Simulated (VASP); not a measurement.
# Mo12C: single point with PBE

Mo12C, a slab with vacuum:

```
CELL_PARAMETERS angstrom
5.47409 0.00000 0.00000
-1.82470 5.16102 0.00000
0.00000 0.00000 19.80824
ATOMIC_POSITIONS crystal
Mo 0.25000 0.25000 0.20194
Mo 0.25000 0.75000 0.20194
Mo 0.75000 0.25000 0.20194
Mo 0.75000 0.75000 0.20194
Mo 0.00000 0.00000 0.31069
Mo 0.00000 0.50000 0.31069
Mo 0.50000 0.00000 0.31069
Mo 0.50000 0.50000 0.31069
Mo 0.25000 0.25000 0.41943
Mo 0.25000 0.75000 0.41943
Mo 0.75000 0.25000 0.41943
Mo 0.75000 0.75000 0.41943
C 0.33333 0.33333 0.50638
```

| Quantity | Value |
| --- | --- |
| Program | VASP 6.6.1 |
| Task | single point |
| Functional | PBE |
| Potentials or basis | VASP PAW PBE potentials, release 64 (Mo_sv, C) |
| Cutoff | 520 eV |
| k mesh | 5 × 5 × 1 |
| Occupations | gaussian, width 0.1 eV |
| Spin | no spin polarisation |
| Dipole correction | yes |
| Further INCAR settings | ALGO = Normal; EDIFF = 1e-06; NBANDS = 98 |

```yaml
Largest_force: 1.487 eV/Å
Band_gap_on_the_k_mesh: zero (bands 86 and 87 overlap by 1.51 eV)
```

Forces on the atoms (eV/Å):
```
Mo   0.037  0.052  0.017
Mo  -0.042 -0.009 -0.188
Mo   0.006 -0.042 -0.188
Mo   0.076  0.107  0.242
Mo  -0.270 -0.382 -0.708
Mo  -0.162  0.003  0.114
Mo   0.057 -0.152  0.114
Mo   0.343  0.486 -0.795
Mo  -0.553 -0.781  0.090
Mo   0.094 -0.469  0.607
Mo  -0.474 -0.068  0.607
Mo   0.030  0.042  0.027
C    0.858  1.213  0.060
```

Levels at points of the mesh, in eV from the Fermi level:
```tsv
k point	band 83	band 84	band 85	band 86	band 87	band 88	band 89	band 90
(0.00, 0.00, 0.00)	0.26	0.31	0.95	1.08	1.12	1.32	1.34	1.38
```

It took 26 min on 1 thread of Intel(R) Xeon(R) Platinum 8488C (Sapphire Rapids), on a shared host, peak memory 0.73 GiB.
